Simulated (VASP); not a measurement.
Set up this calculation in VASP 6.6.1, as the native input.

* Task: electric field gradients
* Functional: PBE
* Potentials or basis: VASP PAW PBE potentials, release 64 (Ir_sv_GW)
* Cutoff: 420 eV
* k mesh: 10 × 10 × 10
* Occupations: fermi-dirac, width 0.05 eV
* Spin: no spin polarisation
* Dipole correction: no
* Further INCAR settings: ALGO = Normal; EDIFF = 1e-08; NBANDS = 24

The structure of Ir lies in POSCAR:

```
Ir
1.0
    0.0000000000      2.6272165707      2.6272165707
    2.6272165707      0.0000000000      2.6272165707
    2.6272165707      2.6272165707      0.0000000000
Ir
2
Direct
   -0.1925000000     -0.1025000000     -0.1025000000
    0.1925000000      0.1025000000      0.1025000000
```

This cell differs from its parent crystal: shortest bond scaled by 0.82.

One way to write it, as run:

INCAR

```
SYSTEM = Ir
PREC = Accurate ; ENCUT = 420
EDIFF = 1E-8 ; ISMEAR = -1
SIGMA = 0.05 ; LREAL = .False.
LASPH = .True. ; NELM = 120
ALGO = Normal ; ISIF = 2
LWAVE = .False. ; LCHARG = .False.
GGA = PE ; LEFG = .True.
NBANDS = 24 ; GGA_COMPAT = .False.
```

KPOINTS

```
regular mesh
0
Gamma
  10 10 10
  0 0 0
```

Potentials or basis: VASP PAW PBE potentials, release 64 (Ir_sv_GW).

Launch:

```sh
$ cat potpaw_PBE.64/Ir_sv_GW/POTCAR > POTCAR
$ mpirun -np 1 vasp_std > vasp.out
```

Results of the run:

| Quantity | Value |
| --- | --- |
| Pressure | 94.0 GPa |
| Largest force | 27.786 eV/Å |
| Band gap on the k mesh | zero (bands 17 and 18 overlap by 1.45 eV) |
| Largest electric field gradient by atom | Ir +382.4 V/Å² |

Caveat: the cell differs from its parent crystal (shortest bond scaled by 0.82); atoms lie so close that the PAW spheres overlap strongly, which falsifies energies and pressures; the cell stands under pressure; without QUAD_EFG the Cq values of the log hold for a quadrupole moment of 1 mb, not for the nuclei; spin-orbit coupling is left out, which moves the levels of the heavy elements; forces of over 1 eV/Å act on the atoms, so gaps and moduli don't describe the material at rest.

It took 58 s on 1 thread of AMD EPYC 9R45 96-Core Processor (Zen 5), with other jobs on the host, peak memory 0.17 GiB.
